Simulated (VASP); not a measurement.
# Al36O (a cell with a defect) in VASP: further runs, part 3 of 3

VASP 6.6.1. The steps go on from the part before.

## (4) Single point, PBE

Contents of INCAR:

```
SYSTEM = Al36O
PREC = Accurate ; ENCUT = 520
EDIFF = 1E-6 ; ISMEAR = 1
SIGMA = 0.1 ; LREAL = Auto
LASPH = .True. ; NELM = 100
ALGO = Normal ; ISIF = 2
LWAVE = .False. ; LCHARG = .False.
GGA = PE ; NBANDS = 81
```

Contents of KPOINTS:

```
regular mesh
0
Gamma
  2 2 2
  0 0 0
```

Contents of POSCAR:

```
Al36O
1.0
    0.0000000000      6.0583944000      6.0583944000
    6.0583944000      0.0000000000      6.0583944000
    8.0778592000      8.0778592000      0.0000000000
Al O
36 1
Direct
    0.0004733102     -0.0010888198     -0.0014083558
    0.0015250740     -0.0000045392      0.2474702084
    0.0017066403      0.0001653078      0.4993511771
    0.0001052259     -0.0014598752      0.7502662958
    0.0010802367      0.3359433813     -0.0021008660
    0.0005508885      0.3350218500      0.2492500117
   -0.0001224747      0.3352389868      0.4981779083
   -0.0154050717      0.3381615433      0.7528469919
    0.0012886253      0.6660512231     -0.0003288000
    0.0006387006      0.6680734585      0.2475899184
   -0.0004592801      0.6691590597      0.4963670944
    0.0002718542      0.6687530941      0.7497870228
    0.3374913987     -0.0004691012     -0.0020889198
    0.3365837325     -0.0010058771      0.2492623293
    0.3368238126     -0.0016861728      0.4981884928
    0.3396857920     -0.0169879168      0.7529101894
    0.3345844404      0.3330401368      0.0009964893
    0.3341278013      0.3325442134      0.2483892019
    0.3425055160      0.3410797257      0.4826566549
    0.3410316106      0.3394686553      0.7524425531
    0.3350687271      0.6650459237      0.0001247236
    0.3373884011      0.6688615386      0.2449977093
    0.3374244668      0.6672814995      0.4971186549
    0.3359356235      0.6667750947      0.7480624941
    0.6676098869     -0.0002673976     -0.0003304093
    0.6696482157     -0.0009347361      0.2475808194
    0.6706656470     -0.0019761011      0.4963682704
    0.6703093645     -0.0012987765      0.7497872085
    0.6666314923      0.3335293754      0.0000955080
    0.6703814958      0.3358218970      0.2450207971
    0.6688199434      0.3358606036      0.4971205737
    0.6683209664      0.3343711000      0.7480631750
    0.6680235278      0.6664711363     -0.0012960117
    0.6686290513      0.6670464538      0.2481908202
    0.6685382682      0.6669665646      0.4980665546
    0.6687464091      0.6672141550      0.7477060878
    0.2527337936      0.2511427780      0.6839680989
```

Started as:

```sh
$ cat potpaw_PBE.64/Al/POTCAR potpaw_PBE.64/O/POTCAR > POTCAR
$ mpirun -np 1 vasp_std > vasp.out
```

Wall time 16 min (1 thread of Intel Xeon Platinum 8488C (Sapphire Rapids), shared host); peak memory 0.82 GiB.

It converged, with:

- Free energy: -144.6776 eV
- Pressure: 1.4 GPa
- Largest force: 0.016 eV/Å
- Band gap on the k mesh: zero (bands 57 and 58 overlap by 0.77 eV)

Forces in eV/Å, atoms in the order of the input:
```
Al   0.001  0.000 -0.002
Al   0.000  0.000  0.002
Al   0.001 -0.001 -0.001
Al   0.001  0.001 -0.001
Al   0.000 -0.002 -0.001
Al   0.002  0.002 -0.001
Al  -0.001 -0.001 -0.001
Al   0.004 -0.008  0.001
Al   0.003 -0.002  0.000
Al   0.001 -0.002 -0.003
Al   0.000  0.002  0.000
Al  -0.001  0.001 -0.002
Al  -0.001  0.000  0.001
Al   0.001 -0.001  0.002
Al  -0.001 -0.002  0.001
Al  -0.007  0.002  0.001
Al   0.000  0.004 -0.003
Al   0.001  0.000 -0.001
Al  -0.011 -0.008  0.008
Al   0.001  0.001  0.010
Al   0.000 -0.001 -0.002
Al   0.000  0.000  0.001
Al  -0.002 -0.002  0.001
Al   0.002  0.001  0.000
Al  -0.001  0.003 -0.001
Al   0.000  0.000 -0.002
Al   0.001  0.002  0.000
Al  -0.001  0.000  0.000
Al  -0.002  0.004 -0.002
Al  -0.002 -0.001  0.000
Al  -0.001  0.000  0.000
Al  -0.001  0.003  0.000
Al   0.000  0.001  0.002
Al   0.001  0.001  0.002
Al  -0.001 -0.001  0.001
Al   0.002  0.002  0.000
O    0.006  0.004 -0.015
```

Stress tensor (GPa, compression positive):
```
1.28 1.37 0.01
1.37 1.28 0.01
0.01 0.01 1.52
```

Levels at points of the mesh, in eV from the Fermi level:
| k point | band 53 | band 54 | band 55 | band 56 | band 57 | band 58 | band 59 | band 60 |
| --- | --- | --- | --- | --- | --- | --- | --- | --- |
| (0.00, 0.00, 0.00) | -0.94 | -0.90 | -0.65 | -0.61 | -0.09 | 0.24 | 0.28 | 0.31 |
| (0.50, 0.00, 0.00) | -0.77 | -0.70 | -0.63 | -0.41 | -0.05 | -0.04 | 0.50 | 0.60 |
| (0.00, 0.50, 0.00) | -0.77 | -0.70 | -0.63 | -0.41 | -0.05 | -0.04 | 0.50 | 0.60 |
| (0.50, 0.50, 0.00) | -0.84 | -0.74 | -0.50 | -0.27 | 0.14 | 0.20 | 0.39 | 0.52 |
| (0.00, 0.00, 0.50) | -1.01 | -0.92 | -0.80 | -0.73 | -0.71 | -0.49 | -0.47 | -0.21 |
| (0.50, 0.00, 0.50) | -1.07 | -0.75 | -0.31 | -0.14 | 0.28 | 0.44 | 0.47 | 0.63 |
| (0.00, 0.50, 0.50) | -1.07 | -0.75 | -0.31 | -0.14 | 0.28 | 0.44 | 0.47 | 0.63 |
| (0.50, 0.50, 0.50) | -0.71 | -0.40 | -0.36 | 0.01 | 0.27 | 0.36 | 0.61 | 0.63 |

Caveat: the k points lie up to 0.45 Å⁻¹ apart, too coarse for converged energies and pressures of a metal.

## (5) Single point, PBE

Contents of INCAR:

```
SYSTEM = Al36O
ALGO = Normal
EDIFF = 1E-7
ENCUT = 520
GGA = PE
ISIF = 2
ISMEAR = 1
LASPH = .TRUE.
LCHARG = .FALSE.
LREAL = Auto
LWAVE = .FALSE.
NBANDS = 81
NELM = 100
PREC = Accurate
SIGMA = 0.1
```

Contents of KPOINTS:

```
k-points
0
G
  2 2 2
  0 0 0
```

Contents of POSCAR:

```
Al36O
1.0
    0.0000000000      6.0583944000      6.0583944000
    6.0583944000      0.0000000000      6.0583944000
    8.0778592000      8.0778592000      0.0000000000
Al O
36 1
Direct
    0.0008073039     -0.0007914611     -0.0003557802
    0.0013169533     -0.0002445431      0.2491982302
    0.0007034853     -0.0008620300      0.5001365457
    0.0008504712     -0.0007388598      0.7497863268
   -0.0010541553      0.3304411216      0.0029249289
    0.0026955675      0.3327967682      0.2478214185
    0.0010125437      0.3319582079      0.4998137887
    0.0005009661      0.3304017324      0.7507786720
   -0.0001875167      0.6671993156      0.0002421277
    0.0018037308      0.6665466119      0.2481529623
   -0.0009645641      0.6675902729      0.4980871868
   -0.0013409492      0.6682556712      0.7515141203
    0.3319913625     -0.0026135922      0.0029134771
    0.3343175848      0.0011891234      0.2478062003
    0.3334982117     -0.0005189504      0.4998247865
    0.3319676803     -0.0010670506      0.7507766113
    0.3351806755      0.3336307084     -0.0003861177
    0.3347892173      0.3332567728      0.2469347077
    0.3282308296      0.3267901164      0.4955864115
    0.3268199948      0.3251782822      0.7652732763
    0.3328160711      0.6672506378     -0.0013443255
    0.3318978596      0.6667655674      0.2499589071
    0.3296136730      0.6831959363      0.4951080149
    0.3325984397      0.6679208017      0.7497362723
    0.6687745207     -0.0017923928      0.0002537691
    0.6681116769      0.0002433401      0.2481698798
    0.6690941064     -0.0024815799      0.4981144328
    0.6698142302     -0.0029209630      0.7515283170
    0.6688118009      0.3312421163     -0.0013332141
    0.6683186256      0.3303360555      0.2499910661
    0.6848202999      0.3280012151      0.4951766755
    0.6694867019      0.3310163036      0.7497400060
    0.6678198721      0.6662421106      0.0004985363
    0.6689434989      0.6673679708      0.2492708042
    0.6692647833      0.6677333979      0.4975810848
    0.6676604619      0.6661389296      0.7485433783
    0.4168595195      0.4151548042      0.5637349117
```

Started as:

```sh
$ cat potpaw_PBE.64/Al/POTCAR potpaw_PBE.64/O/POTCAR > POTCAR
$ mpirun -np 1 vasp_std > vasp.out
```

Wall time 42 min (1 thread of Oxide Virtual Turin-like, shared host); peak memory 0.79 GiB.

The run converged. Its results:

```
Free energy            : -144.6779 eV
Pressure               : 1.4 GPa
Largest force          : 0.013 eV/Å
Band gap on the k mesh : zero (bands 57 and 58 overlap by 0.77 eV)
```

Forces on the atoms (eV/Å):
```
Al   0.001  0.000 -0.001
Al  -0.002 -0.002  0.003
Al  -0.002 -0.001 -0.003
Al  -0.001  0.000  0.002
Al  -0.002  0.000  0.001
Al   0.000  0.000 -0.002
Al  -0.003  0.002 -0.001
Al   0.000  0.003  0.003
Al   0.003 -0.001 -0.001
Al   0.003 -0.001 -0.002
Al   0.001  0.000  0.001
Al  -0.003  0.003 -0.001
Al   0.001  0.000  0.000
Al  -0.001  0.002  0.000
Al   0.001 -0.002 -0.002
Al   0.002  0.001  0.003
Al  -0.004  0.000  0.003
Al   0.000  0.004 -0.003
Al  -0.005 -0.004 -0.009
Al   0.003 -0.002 -0.003
Al  -0.001 -0.001 -0.001
Al   0.000  0.000 -0.001
Al   0.007 -0.007  0.005
Al  -0.002  0.000 -0.002
Al   0.000  0.001  0.000
Al  -0.002  0.000 -0.002
Al   0.002  0.002  0.003
Al   0.000 -0.002  0.001
Al   0.000  0.000  0.000
Al   0.003  0.000 -0.001
Al  -0.009  0.006  0.004
Al   0.002 -0.002  0.000
Al   0.001 -0.001  0.004
Al   0.000  0.001  0.003
Al  -0.001 -0.001  0.003
Al  -0.001  0.002  0.003
O    0.012  0.000 -0.006
```

Stress tensor (GPa, compression positive):
```
1.28 1.36 0.01
1.36 1.28 0.01
0.01 0.01 1.52
```

Levels at points of the mesh, in eV from the Fermi level:
```csv
k point,band 54,band 55,band 56,band 57,band 58,band 59
"(0.00, 0.00, 0.00)",-0.90,-0.65,-0.61,-0.09,0.24,0.28
"(0.50, 0.00, 0.00)",-0.70,-0.63,-0.41,-0.05,-0.04,0.50
"(0.00, 0.50, 0.00)",-0.70,-0.63,-0.41,-0.05,-0.04,0.50
"(0.50, 0.50, 0.00)",-0.74,-0.50,-0.27,0.14,0.20,0.39
"(0.00, 0.00, 0.50)",-0.92,-0.80,-0.73,-0.71,-0.49,-0.47
"(0.50, 0.00, 0.50)",-0.75,-0.31,-0.14,0.28,0.44,0.47
"(0.00, 0.50, 0.50)",-0.75,-0.31,-0.14,0.28,0.44,0.47
"(0.50, 0.50, 0.50)",-0.40,-0.36,0.01,0.27,0.36,0.61
```

Caveat: the k points lie up to 0.45 Å⁻¹ apart, too coarse for converged energies and pressures of a metal.

## (6) Summary

```tsv
level	cell	k mesh	gap on the mesh (eV)	pressure (GPa)	largest force (eV/Å)
PBE	as given, atomic positions A	4 × 4 × 3	none	1.4	0.34
r2SCAN	as given, atomic positions A	2 × 2 × 2	none	-1.8	0.27
PBE	as given, atomic positions A	2 × 2 × 2	none	1.4	0.02
PBE	as given, atomic positions B	2 × 2 × 2	none	1.4	0.01
```

Alike in all rows: task single point; potentials or basis VASP PAW PBE potentials, release 64 (Al, O); no spin polarisation; cutoff (eV) 520; smearing methfessel-paxton 0.1 eV.

Caveats: some runs use coarse meshes; the PAW data sets were made with another functional, which shifts forces and pressure a little (at least some runs).

Absolute energies hang on the potentials; compare differences alone.
